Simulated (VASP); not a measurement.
# Al (Fm-3m) in VASP: notebook, part 2 of 2

VASP 6.6.1. The steps go on from the part before.

### Step 5. Electric field gradients, PBEsol (volume scaled by 1.06)

File INCAR:

```
SYSTEM = Al
ALGO = Normal ; EDIFF = 1E-8
ENCUT = 520 ; GGA = PS
ISIF = 2 ; ISMEAR = -1
LASPH = .True. ; LCHARG = .False.
LEFG = .True. ; LREAL = .False.
LWAVE = .False. ; NBANDS = 8
NELM = 100 ; PREC = Accurate
SIGMA = 0.05
```

File KPOINTS:

```
k-points
0
Gamma
  14 14 14
  0 0 0
```

File POSCAR:

```
Al
1.0
    0.0000000000      2.0636759603      2.0636759603
    2.0636759603      0.0000000000      2.0636759603
    2.0636759603      2.0636759603      0.0000000000
Al
1
Direct
    0.0000000000      0.0000000000      0.0000000000
```

Potentials or basis: VASP PAW PBE potentials, release 64 (Al).

Run with:

```sh
cat potpaw_PBE.64/Al/POTCAR > POTCAR
mpirun -np 1 vasp_std > vasp.out
```

OUTCAR:

```text
SYSTEM = Al
   EDIFF = 1E-8
   ENCUT = 520
   GGA = PS
   ISIF = 2
   ISMEAR = -1
   LASPH = .True.
   LREAL = .False.
   NELM = 100
   PREC = Accurate

 ion  position               nearest neighbor table
   1  0.000  0.000  0.000-

  LATTYP: Found a face centered cubic cell.
 ALAT       =     4.1273519206

  Lattice vectors:

 A1 = (   0.0000000000,   2.0636759603,   2.0636759603)
 A2 = (   2.0636759603,   0.0000000000,   2.0636759603)
 A3 = (   2.0636759603,   2.0636759603,   0.0000000000)

[... 468 lines left out ...]
    total drift:                               -0.000000      0.000000      0.000000

  FREE ENERGIE OF THE ION-ELECTRON SYSTEM (eV)
  ---------------------------------------------------
  free  energy   TOTEN  =        -4.0593041995 eV

  energy  without entropy=       -4.0542853875  energy(sigma->0) =       -4.05679479

 Electric field gradients (V/A^2)
---------------------------------------------------------------------
 ion       V_xx      V_yy      V_zz      V_xy      V_xz      V_yz
---------------------------------------------------------------------
   1      -0.000    -0.000     0.000    -0.000    -0.000    -0.000
---------------------------------------------------------------------

 Electric field gradients after diagonalization (V/A^2)
 (convention: |V_zz| > |V_xx| > |V_yy|)
----------------------------------------------------------------------
 ion       V_xx      V_yy      V_zz     asymmetry (V_yy - V_xx)/ V_zz
----------------------------------------------------------------------
   1       0.000     0.000    -0.000       0.000
----------------------------------------------------------------------

           NMR quadrupolar parameters

 Cq : quadrupolar parameter    Cq=e*Q*V_zz/h
 eta: asymmetry parameters     (V_yy - V_xx)/ V_zz
 Q  : nuclear electric quadrupole moment in mb (millibarn)
----------------------------------------------------------------------
 ion       Cq(MHz)       eta       Q (mb)
----------------------------------------------------------------------
   1      -0.000       0.000       1.000
----------------------------------------------------------------------
```

Wall time 34 s (1 thread of AMD EPYC 7R13, shared host); peak memory 0.11 GiB.

Results:

- Free energy: -4.0593 eV
- Pressure: -5.7 GPa

Levels at points of the mesh, in eV from the Fermi level:
| k point | band 1 | band 2 | band 3 | band 4 | band 5 | band 6 |
| --- | --- | --- | --- | --- | --- | --- |
| (0.00, 0.00, 0.00) | -10.68 | 12.28 | 12.28 | 12.28 | 13.30 | 13.30 |
| (0.50, 0.00, 0.00) | -4.32 | -4.27 | 10.76 | 10.76 | 11.17 | 11.17 |
| (0.50, 0.50, 0.00) | -2.74 | -1.58 | 5.26 | 5.32 | 5.32 | 8.51 |

Caveat: without QUAD_EFG the Cq values of the log hold for a quadrupole moment of 1 mb, not for the nuclei; the PAW data sets were made with another functional, which shifts forces and pressure a little.

### Step 6. Electric field gradients, PBEsol (volume scaled by 1.06)

File INCAR:

```
PREC = Accurate
ENCUT = 520
EDIFF = 1E-8
ISMEAR = -1
SIGMA = 0.05
LREAL = False
LASPH = True
NELM = 100
ALGO = Normal
ISIF = 2
LWAVE = False
LCHARG = False
GGA = PS
LEFG = True
NBANDS = 8
```

File KPOINTS:

```
regular mesh
0
Gamma
  14 14 14
```

POSCAR is that of step 5.

Potentials or basis: VASP PAW PBE potentials, release 64 (Al).

Run with:

```sh
cat potpaw_PBE.64/Al/POTCAR > POTCAR
mpirun -np 1 vasp_std > vasp.out
```

OUTCAR:

```text
PREC = Accurate
   ENCUT = 520
   EDIFF = 1E-8
   ISMEAR = -1
   LREAL = False
   LASPH = True
   NELM = 100
   ISIF = 2
   GGA = PS

 ion  position               nearest neighbor table
   1  0.000  0.000  0.000-

  LATTYP: Found a face centered cubic cell.
 ALAT       =     4.1273519206

  Lattice vectors:

 A1 = (   0.0000000000,   2.0636759603,   2.0636759603)
 A2 = (   2.0636759603,   0.0000000000,   2.0636759603)
[... 470 lines left out ...]
    total drift:                               -0.000000      0.000000      0.000000

  FREE ENERGIE OF THE ION-ELECTRON SYSTEM (eV)
  ---------------------------------------------------
  free  energy   TOTEN  =        -4.0593041995 eV

  energy  without entropy=       -4.0542853875  energy(sigma->0) =       -4.05679479

 Electric field gradients (V/A^2)
---------------------------------------------------------------------
 ion       V_xx      V_yy      V_zz      V_xy      V_xz      V_yz
---------------------------------------------------------------------
   1      -0.000    -0.000     0.000    -0.000    -0.000    -0.000
---------------------------------------------------------------------

 Electric field gradients after diagonalization (V/A^2)
 (convention: |V_zz| > |V_xx| > |V_yy|)
----------------------------------------------------------------------
 ion       V_xx      V_yy      V_zz     asymmetry (V_yy - V_xx)/ V_zz
----------------------------------------------------------------------
   1       0.000     0.000    -0.000       0.000
----------------------------------------------------------------------

           NMR quadrupolar parameters

 Cq : quadrupolar parameter    Cq=e*Q*V_zz/h
 eta: asymmetry parameters     (V_yy - V_xx)/ V_zz
 Q  : nuclear electric quadrupole moment in mb (millibarn)
----------------------------------------------------------------------
 ion       Cq(MHz)       eta       Q (mb)
----------------------------------------------------------------------
   1      -0.000       0.000       1.000
----------------------------------------------------------------------
```

stdout:

```text
POSCAR found type information on POSCAR Al
 POSCAR found :  1 types and       1 ions
 scaLAPACK will be used
 -----------------------------------------------------------------------------
|                                                                             |
|                                                                             |
|     You enforced a specific xc type in the INCAR file but a different       |
|     I HOPE YOU KNOW WHAT YOU ARE DOING!                                     |
|                                                                             |
 -----------------------------------------------------------------------------

 LDA part: xc-table for (Slater+PW92), standard interpolation
 POSCAR, INCAR and KPOINTS ok, starting setup
 FFT: planning ... GRIDC
 FFT: planning ... GRID_SOFT
 FFT: planning ... GRID
 WAVECAR not read
 entering main loop
ion   1
```

Run time: 35 s. Hardware: 1 thread of AMD EPYC 7R13, shared host; peak memory 0.11 GiB.

What came out:

```yaml
Free_energy: -4.0593 eV
Pressure: -5.7 GPa
```

Caveat: without QUAD_EFG the Cq values of the log hold for a quadrupole moment of 1 mb, not for the nuclei; the PAW data sets were made with another functional, which shifts forces and pressure a little.

### Step 7. Overview

```csv
cell,gap on the mesh (eV),pressure (GPa)
"a = 2.900 Å, angles 60.0°, 1 atom",none,-4.6
"a = 2.881 Å, angles 60.0°, 1 atom",none,-3.4
"a = 2.918 Å, angles 60.0°, 1 atom",none,-5.7
```

Alike in all rows: task electric field gradients; level PBEsol; potentials or basis VASP PAW PBE potentials, release 64 (Al); no spin polarisation; k mesh 14 × 14 × 14; cutoff (eV) 520; smearing fermi-dirac 0.05 eV.

Caveats: the PAW data sets were made with another functional, which shifts forces and pressure a little.

Total energies depend on the potentials used, so only differences within one code and one set of settings carry meaning.
